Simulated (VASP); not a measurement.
# Al2InN3 (Cmc2_1) in VASP: further runs

Runs on Al2InN3. Level: PBE. Tasks: single point.

Program: VASP 6.6.1. These are calculated values, not measurements. Logs are shortened: lines on timing, memory, paths and dates and some standing lists are left out, and cuts for length are marked.

### Step 1. The cell of the first run

Symmetry: Cmc2_1, No. 36, orthorhombic system. Conventional cell: a = 9.257 Å, b = 5.616 Å, c = 4.941 Å, α = 90.00°, β = 90.00°, γ = 90.00°. Al (site symmetry 1) has 4 N at 1.80 to 1.88 Å within 2.4 Å. Within 2.7 Å of In (site symmetry m) lie 4 N at 2.08 to 2.17 Å. N (site symmetry 1) has 3 Al at 1.80 to 1.88 Å and 1 In at 2.08 Å within 2.4 Å. N (site symmetry m) has 2 Al at 1.81 Å and 2 In at 2.08 to 2.17 Å within 2.4 Å.

### Step 2. Single point, PBE (10.70 Å³/atom)

Input file INCAR:

```
  PREC = Accurate
  ENCUT = 520
  EDIFF = 1E-7
  ISMEAR = 0
  SIGMA = 0.05
  LREAL = False
  LASPH = True
  NELM = 100
  ALGO = Normal
  ISIF = 2
  LWAVE = False
  LCHARG = True
  GGA = PE
  LELF = True
  LVHAR = True
  NBANDS = 46
```

Input file KPOINTS:

```
regular mesh
0
Gamma
  6 6 6
```

Input file POSCAR:

```
Al2InN3
1.0
    4.6283446985     -2.8079208854      0.0000000000
    4.6283446985      2.8079208854      0.0000000000
    0.0000000000      0.0000000000      4.9413567861
Al In N
4 2 6
Direct
    0.0084427086      0.3348641725      0.9917411822
    0.6651358275      0.9915572914      0.9917411822
    0.9915572914      0.6651358275      0.4917411822
    0.3348641725      0.0084427086      0.4917411822
    0.3220722962      0.6779277038      0.9869930315
    0.6779277038      0.3220722962      0.4869930315
    0.0367610679      0.3336262977      0.3556963910
    0.6663737023      0.9632389321      0.3556963910
    0.9632389321      0.6663737023      0.8556963910
    0.3336262977      0.0367610679      0.8556963910
    0.2982358752      0.7017641248      0.4061317922
    0.7017641248      0.2982358752      0.9061317922
```

Potentials or basis: VASP PAW PBE potentials, release 64 (Al, In_d, N).

On the command line:

```console
> cat potpaw_PBE.64/Al/POTCAR potpaw_PBE.64/In_d/POTCAR potpaw_PBE.64/N/POTCAR > POTCAR
> mpirun -np 1 vasp_std > vasp.out
```

OUTCAR:

```text
PREC = Accurate
   ENCUT = 520
   EDIFF = 1E-7
   ISMEAR = 0
   LREAL = False
   LASPH = True
   NELM = 100
   ISIF = 2
   GGA = PE

 ion  position               nearest neighbor table
   1  0.008  0.335  0.992-   7 1.80  12 1.81   9 1.82  10 1.88   3 3.03   3 3.03   5 3.04   6 3.05
                             4 3.08   4 3.08   6 3.09   5 3.15   2 3.16   2 3.16   2 3.18   5 3.30
   2  0.665  0.992  0.992-   8 1.80  12 1.81  10 1.82   9 1.88   4 3.03   4 3.03   5 3.04   6 3.05
                             3 3.08   3 3.08   6 3.09   5 3.15   1 3.16   1 3.16   1 3.18   5 3.30
   3  0.992  0.665  0.492-   9 1.80  11 1.81   7 1.82   8 1.88   1 3.03   1 3.03   6 3.04   5 3.05
                             2 3.08   2 3.08   5 3.09   6 3.15   4 3.16   4 3.16   4 3.18   6 3.30
   4  0.335  0.008  0.492-  10 1.80  11 1.81   8 1.82   7 1.88   2 3.03   2 3.03   6 3.04   5 3.05
                             1 3.08   1 3.08   5 3.09   6 3.15   3 3.16   3 3.16   3 3.18   6 3.30
   5  0.322  0.678  0.987-  11 2.08  10 2.08   9 2.08  12 2.17  11 2.87   2 3.04   1 3.04   4 3.05
                             3 3.05   4 3.09   3 3.09   1 3.15   2 3.15   6 3.18   6 3.18   2 3.30
   6  0.678  0.322  0.487-  12 2.08   8 2.08   7 2.08  11 2.17  12 2.87   4 3.04   3 3.04   2 3.05
                             1 3.05   2 3.09   1 3.09   4 3.15   3 3.15   5 3.18   5 3.18   4 3.30
   7  0.037  0.334  0.356-   1 1.80   3 1.82   4 1.88   6 2.08
   8  0.666  0.963  0.356-   2 1.80   4 1.82   3 1.88   6 2.08
   9  0.963  0.666  0.856-   3 1.80   1 1.82   2 1.88   5 2.08
  10  0.334  0.037  0.856-   4 1.80   2 1.82   1 1.88   5 2.08
  11  0.298  0.702  0.406-   3 1.81   4 1.81   5 2.08   6 2.17   5 2.87
  12  0.702  0.298  0.906-   1 1.81   2 1.81   6 2.08   5 2.17   6 2.87

  LATTYP: Found a base centered orthorhombic cell.
 ALAT       =     5.6158417708
 B/A-ratio  =     1.6483173449
 C/A-ratio  =     0.8798960134

  Lattice vectors:

 A1 = (  -4.6283446985,  -2.8079208854,   0.0000000000)
 A2 = (   4.6283446985,  -2.8079208854,   0.0000000000)
 A3 = (   0.0000000000,   0.0000000000,   4.9413567861)

Analysis of symmetry for initial positions (statically):
=====================================================================
 Subroutine PRICEL returns:
 Original cell was already a primitive cell.

 Routine SETGRP: Setting up the symmetry group for a
 base centered orthorhombic supercell.

 Subroutine GETGRP returns: Found  4 space group operations
 (whereof  2 operations were pure point group operations)
 out of a pool of  8 trial point group operations.

The static configuration has the point symmetry C_1h.
 The point group associated with its full space group is C_2v.

Analysis of symmetry for dynamics (positions and initial velocities):
=====================================================================
 Subroutine PRICEL returns:
 Original cell was already a primitive cell.

 Routine SETGRP: Setting up the symmetry group for a
 base centered orthorhombic supercell.

 Subroutine GETGRP returns: Found  4 space group operations
 (whereof  2 operations were pure point group operations)
 out of a pool of  8 trial point group operations.

The dynamic configuration has the point symmetry C_1h.
 The point group associated with its full space group is C_2v.

 Subroutine INISYM returns: Found  4 space group operations
 (whereof  2 operations are pure point group operations),
 and found     1 'primitive' translations

----------------------------------------------------------------------------------------

                                     Primitive cell

  volume of cell :     128.4360

  direct lattice vectors                    reciprocal lattice vectors
     4.628344699 -2.807920885  0.000000000     0.108029983 -0.178067695  0.000000000
     4.628344699  2.807920885  0.000000000     0.108029983  0.178067695  0.000000000
     0.000000000  0.000000000  4.941356786     0.000000000  0.000000000  0.202373567

  length of vectors
     5.413501117  5.413501117  4.941356786     0.208275254  0.208275254  0.202373567

  position of ions in fractional coordinates (direct lattice)
     0.008442709  0.334864172  0.991741182
     0.665135828  0.991557291  0.991741182
     0.991557291  0.665135828  0.491741182
     0.334864172  0.008442709  0.491741182
     0.322072296  0.677927704  0.986993031
     0.677927704  0.322072296  0.486993031
     0.036761068  0.333626298  0.355696391
     0.666373702  0.963238932  0.355696391
     0.963238932  0.666373702  0.855696391
     0.333626298  0.036761068  0.855696391
     0.298235875  0.701764125  0.406131792
     0.701764125  0.298235875  0.906131792

  ion indices of the primitive-cell ions
   primitive index   ion index
                 1           1
                 2           2
                 3           3
                 4           4
                 5           5
                 6           6
                 7           7
                 8           8
                 9           9
                10          10
                11          11
                12          12

----------------------------------------------------------------------------------------

 KPOINTS: regular mesh

Automatic generation of k-mesh.
 Grid dimensions read from file:
 generate k-points for:    6    6    6

 Generating k-lattice:

  Cartesian coordinates                     Fractional coordinates (reciprocal lattice)
     0.018004997 -0.029677949  0.000000000     0.166666667  0.000000000  0.000000000
     0.018004997  0.029677949  0.000000000     0.000000000  0.166666667  0.000000000
     0.000000000  0.000000000  0.033728928     0.000000000  0.000000000  0.166666667

  Length of vectors
     0.034712542  0.034712542  0.033728928

  Shift w.r.t. Gamma in fractional coordinates (k-lattice)
     0.000000000  0.000000000  0.000000000

 Subroutine IBZKPT returns following result:
 ===========================================

 Found     52 irreducible k-points:

 Following reciprocal coordinates:
            Coordinates               Weight
  0.000000  0.000000  0.000000      1.000000
  0.166667 -0.000000  0.000000      4.000000
  0.333333  0.000000  0.000000      4.000000
  0.500000 -0.000000  0.000000      2.000000
  0.166667  0.166667  0.000000      2.000000
  0.333333  0.166667  0.000000      4.000000
[... 16 lines left out ...]
  0.333333  0.333333  0.166667      4.000000
  0.500000  0.333333  0.166667      8.000000
 [... further k-points ...]
   k-points           NKPTS =     52   k-points in BZ     NKDIM =     52   number of bands    NBANDS=     46
   number of dos      NEDOS =    301   number of ions     NIONS =     12
   total plane-waves  NPLWV =  64000
   dimension x,y,z NGX =    40 NGY =   40 NGZ =   40
   dimension x,y,z NGXF=    80 NGYF=   80 NGZF=   80
   ions per type =               4   2   6
   NGX,Y,Z   is equivalent  to a cutoff of  12.28, 12.28, 13.46 a.u.
   NGXF,Y,Z  is equivalent  to a cutoff of  24.57, 24.57, 26.92 a.u.
 SYSTEM =  unknown system
   PREC   = accura    normal or accurate (medium, high low for compatibility)
   ISTART =      0    job   : 0-new  1-cont  2-samecut
   ICHARG =      2    charge: 1-file 2-atom 10-const
   ISPIN  =      1    spin polarized calculation?
   LNONCOLLINEAR =      F non collinear calculations
   LSORBIT =      F    spin-orbit coupling
   LASPH  =      T    aspherical Exc in radial PAW
   ENCUT  =  520.0 eV  38.22 Ry    6.18 a.u.  10.07 10.07  9.19*2*pi/ulx,y,z
   NELM   =    100;   NELMIN=  2; NELMDL= -5     # of ELM steps
   EDIFF  = 0.1E-06   stopping-criterion for ELM
   LREAL  =      F    real-space projection
   EDIFFG = 0.1E-05   stopping-criterion for IOM
   NSW    =      0    number of steps for IOM
   IBRION =     -1    ionic relax: 0-MD 1-quasi-New 2-CG
   NFREE  =      0    steps in history (QN), initial steepest desc. (CG)
   ISIF   =      2    stress and relaxation
   ISYM   =      2    0-nonsym 1-usesym 2-fastsym
   POTIM  = 0.5000    time-step for ionic-motion
   TEBEG  =    0.0;   TEEND  =   0.0 temperature during run
   PSTRESS=    0.0 pullay stress
   NELECT =      68.0000    total number of electrons
   NUPDOWN=      -1.0000    fix difference up-down
   EMIN   =  10.00;   EMAX   =-10.00  energy-range for DOS
   EFERMI =   0.00;   METHOD = LEGACY
   ISMEAR =     0;   SIGMA  =   0.05  broadening in eV -4-tet -1-fermi 0-gaus
   EFERMI_NEDOS =   21; number of points for ismear=-14 and -15
   IALGO  =     38    algorithm
   IMIX   =      4    mixing-type and parameters
     AMIX     =   0.40;   BMIX     =  1.00
     AMIX_MAG =   1.60;   BMIX_MAG =  1.00
  volume/ion in A,a.u.               =      10.70        72.23
  Fermi-wavevector in a.u.,A,eV,Ry     =   1.324389  2.502732 23.864701  1.754006
  Thomas-Fermi vector in A             =   2.453927
   LORBIT       =      0    0 simple, 1 ext, 2 COOP (PROOUT), +10 PAW based schemes
   GGA     = PE    functional components
   LHFCALC =     F    Hartree Fock is set to
   AEXX    =    0.0000 exact exchange contribution
   IVDW    =     0    specifies the selected vdW correction
   LEPSILON=     F    determine dielectric tensor
   LRPA    =     F    only Hartree local field effects (RPA)
 non-spin polarized calculation
 Gauss-broadening in eV      SIGMA  =   0.05
  energy-cutoff  :      520.00
  volume of cell :      128.44
 maximum number of plane-waves:      3488
   NGX = 21   NGY = 21   NGZ = 19

 number of electron      67.9999995 magnetization

 Free energy of the ion-electron system (eV)
  ---------------------------------------------------
  ext. energy  EPLUGINS =         0.00000000
  ---------------------------------------------------
  free energy    TOTEN  =       -79.15611492 eV

  energy without entropy =      -79.15611492  energy(sigma->0) =      -79.15611492

 E-fermi :   7.7558     XC(G=0): -11.4595

 val. band max:        7.5291567965   @ k =   0.0000   0.0000   0.0000
 cond. band min:      10.3529421622   @ k =   0.0000   0.0000   0.0000
 fundamental gap:      2.8237853657
 Fermi energy:         7.7558434563

 k-point     1 :       0.0000    0.0000    0.0000
  band No.  band energies     occupation
      1      -8.0389      2.00000
      2      -7.1619      2.00000
      3      -6.7764      2.00000
      4      -6.5924      2.00000
      5      -6.5619      2.00000
      6      -6.3001      2.00000
[... 38 lines left out ...]
     45      17.7375      0.00000
     46      17.9721      0.00000

 k-point     2 :       0.1667   -0.0000    0.0000
  band No.  band energies     occupation
      1      -7.9448      2.00000
      2      -7.1446      2.00000
      3      -6.7969      2.00000
      4      -6.7108      2.00000
      5      -6.4674      2.00000
      6      -6.2798      2.00000
[... 38 lines left out ...]
     45      17.4549      0.00000
     46      17.6772      0.00000

 k-point     3 :       0.3333    0.0000    0.0000
  band No.  band energies     occupation
      1      -7.6977      2.00000
      2      -7.1534      2.00000
      3      -6.8938      2.00000
      4      -6.7616      2.00000
      5      -6.4086      2.00000
      6      -6.2355      2.00000
[... 38 lines left out ...]
     45      17.1291      0.00000
     46      17.2252      0.00000

 k-point     4 :       0.5000   -0.0000    0.0000
  band No.  band energies     occupation
      1      -7.4610      2.00000
      2      -7.2919      2.00000
      3      -6.9033      2.00000
      4      -6.7805      2.00000
      5      -6.3934      2.00000
      6      -6.2119      2.00000
[... 920 lines left out ...]
     45      16.9908      0.00000
     46      17.3756      0.00000

 k-point    23 :       0.3333    0.3333    0.1667
  band No.  band energies     occupation
      1      -7.5858      2.00000
      2      -7.1332      2.00000
      3      -6.9069      2.00000
      4      -6.5343      2.00000
      5      -6.4110      2.00000
      6      -6.4063      2.00000
[... 38 lines left out ...]
     45      17.1812      0.00000
     46      17.4319      0.00000

 k-point    24 :       0.5000    0.3333    0.1667
  band No.  band energies     occupation
      1      -7.4098      2.00000
      2      -7.1609      2.00000
      3      -6.9652      2.00000
      4      -6.5393      2.00000
      5      -6.4849      2.00000
      6      -6.2770      2.00000
[... 38 lines left out ...]
     45      17.2719      0.00000
     46      17.6234      0.00000

 [... further k-points ...]
[... 5 lines left out ...]
  --------------------------------------------------------------------------------------
  -------------------------------------------------------------------------------------
  Total       27.8962569     11.9500636     28.9112232      0.0000000      0.0000000      0.0000000
  in kB      347.9923883    149.0712959    360.6536047      0.0000000      0.0000000      0.0000000
  external PRESSURE =     285.9057629 kB  Pullay stress =       0.0000000 kB

 VOLUME and BASIS-vectors are now :
 -----------------------------------------------------------------------------
  energy-cutoff  :      520.00
  volume of cell :      128.44
      direct lattice vectors                 reciprocal lattice vectors
     4.628344699 -2.807920885  0.000000000     0.108029983 -0.178067695  0.000000000
     4.628344699  2.807920885  0.000000000     0.108029983  0.178067695  0.000000000
     0.000000000  0.000000000  4.941356786     0.000000000  0.000000000  0.202373567

 POSITION                                       TOTAL-FORCE (eV/Angst)
 -----------------------------------------------------------------------------------
      1.58894      0.91657      4.90055         0.172551     -0.587270     -0.539809
      7.66775      0.91657      4.90055        -0.172551     -0.587270     -0.539809
      7.66775     -0.91657      2.42987        -0.172551      0.587270     -0.539809
      1.58894     -0.91657      2.42987         0.172551      0.587270     -0.539809
      4.62834      0.99921      4.87708         0.000000     -0.734375     -0.462983
      4.62834     -0.99921      2.40641         0.000000      0.734375     -0.462983
      1.71428      0.83357      1.75762         0.193400     -0.764148      0.543663
      7.54241      0.83357      1.75762        -0.193400     -0.764148      0.543663
      7.54241     -0.83357      4.22830        -0.193400      0.764148      0.543663
      1.71428     -0.83357      4.22830         0.193400      0.764148      0.543663
      4.62834      1.13308      2.00684         0.000000     -0.665282      0.455277
      4.62834     -1.13308      4.47752         0.000000      0.665282      0.455277
 -----------------------------------------------------------------------------------
    total drift:                               -0.000001     -0.000000     -0.000339

  FREE ENERGIE OF THE ION-ELECTRON SYSTEM (eV)
  ---------------------------------------------------
  free  energy   TOTEN  =       -79.1561149180 eV

  energy  without entropy=      -79.1561149180  energy(sigma->0) =      -79.15611492
```

It took 7.6 min on 1 thread of Oxide Virtual Turin-like, shared host; peak memory 0.36 GiB.

What came out:

| Property | Result |
| --- | --- |
| Free energy | -79.1561 eV |
| Pressure | 28.6 GPa |
| Largest force | 0.958 eV/Å |
| Band gap on the k mesh | 2.82 eV |

Forces on the atoms (eV/Å):
```
Al   0.173 -0.587 -0.540
Al  -0.173 -0.587 -0.540
Al  -0.173  0.587 -0.540
Al   0.173  0.587 -0.540
In   0.000 -0.734 -0.463
In   0.000  0.734 -0.463
N    0.193 -0.764  0.544
N   -0.193 -0.764  0.544
N   -0.193  0.764  0.544
N    0.193  0.764  0.544
N    0.000 -0.665  0.455
N    0.000  0.665  0.455
```

Levels at points of the mesh, in eV from the valence-band top:
```
           k point  band 32  band 33  band 34  band 35  band 36  band 37
(0.00, 0.00, 0.00)    -0.27    -0.03     0.00     2.82     5.05     5.44
(0.50, 0.00, 0.00)    -0.74    -0.67    -0.40     4.83     4.92     6.12
(0.50, 0.50, 0.00)    -0.70    -0.52    -0.26     4.81     5.46     5.82
(0.00, 0.00, 0.50)    -0.41    -0.13    -0.13     4.91     4.91     7.21
(0.50, 0.00, 0.50)    -1.14    -0.48    -0.48     4.88     4.88     5.97
(0.50, 0.50, 0.50)    -0.97    -0.59    -0.59     5.28     5.28     6.11
```

Caveat: the stress differs along the axes, from 15 to 36 GPa; spin-orbit coupling is left out, which moves the levels of the heavy elements. A k mesh can miss the band edges.

[end of part 1 of 2]
